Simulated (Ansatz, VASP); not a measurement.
# Two plane-wave programs on SrO

POSCAR

```
SrO
1.0
    0.0000000000      2.6140904800      2.6140904800
    2.6140904800      0.0000000000      2.6140904800
    2.6140904800      2.6140904800      0.0000000000
Sr O
1 1
Direct
    0.0000000000      0.0000000000      0.0000000000
    0.5000000000      0.5000000000      0.5000000000
```

INCAR.step1

```
SYSTEM = SrO
ALGO = Normal
EDIFF = 1E-4
ENCUT = 520
GGA = PE
ISMEAR = -1
LASPH = .True.
LCHARG = .False.
LREAL = .False.
LWAVE = .True.
NBANDS = 15
NELM = 80
PREC = Accurate
SIGMA = 0.1
```

File INCAR.step2:

```
SYSTEM = SrO
ALGO = Normal
EDIFF = 1E-7
ENCUT = 520
ISIF = 2
ISMEAR = -1
ISTART = 1
LASPH = .True.
LCHARG = .False.
LMIXTAU = .True.
LREAL = .False.
LWAVE = .False.
METAGGA = R2SCAN
NBANDS = 15
NELM = 80
PREC = Accurate
SIGMA = 0.1
```

The input KPOINTS:

```
k-points
0
Gamma
  8 8 8
  0 0 0
```

Input for Ansatz:

```yaml
crystal:
  lattice:
    - [0.0, 2.61409048, 2.61409048]
    - [2.61409048, 0.0, 2.61409048]
    - [2.61409048, 2.61409048, 0.0]
  atoms:
    - { symbol: Sr, position: [0.0, 0.0, 0.0] }
    - { symbol: O, position: [0.5, 0.5, 0.5] }
  symmetry: { tolerance: 0.0003 }
kpoints:
  mp_grid: { grid: [8, 8, 8], shift: [0, 0, 0] }
  band_path:
    path:
      - [0.375, 0.375, 0.75]
      - [0.0, 0.0, 0.0]
      - [0.5, 0.5, 0.5]
      - [0.5, 0.25, 0.75]
      - [0.5, 0.0, 0.5]
    npoints: 13
magnetization:
  spin_polarized: false
scf:
  occupations: { method: fermi_dirac }
  lower_state_search: "off"
  max_iter: 200
hamiltonian:
  pseudopotentials: { kind: paw }
  xc: r2scan
basis:
  ecutwfc: 500
  fft_grid_basis: typed
output:
  forces: true
  stress: true
  eigenvalues: true
  bader: true
  populations: true
  elf: true
  write_potential: true
  volumetric_format: npy
  dos:
    e_range: [-12, 8]
    de: 0.05
    projected: { site_lists: { O: [O], Sr: [Sr] } }
checkpoint:
  read: saved_state
```

Alike in both runs: task single point; functional r2SCAN; k mesh 8 × 8 × 8; no spin polarisation.

```csv
,VASP,Ansatz
version,VASP 6.6.1,Ansatz 0.2.0
potentials or method,"VASP PAW PBE potentials, release 64 (Sr_sv, O), cutoff 520 eV",PAW plane waves
occupations,"fermi-dirac, width 0.1 eV",fermi-dirac
valence electrons in the cell,16,16
```

|  | VASP | Ansatz | Ansatz less VASP |
| --- | --- | --- | --- |
| gap on the k mesh at the Fermi level (eV) | 3.76 | 3.81 | +0.048 |
| pressure (GPa) | -2.9 | -3.4 | -0.44 |

VASP's potentials were made for PBE, not for r2SCAN.
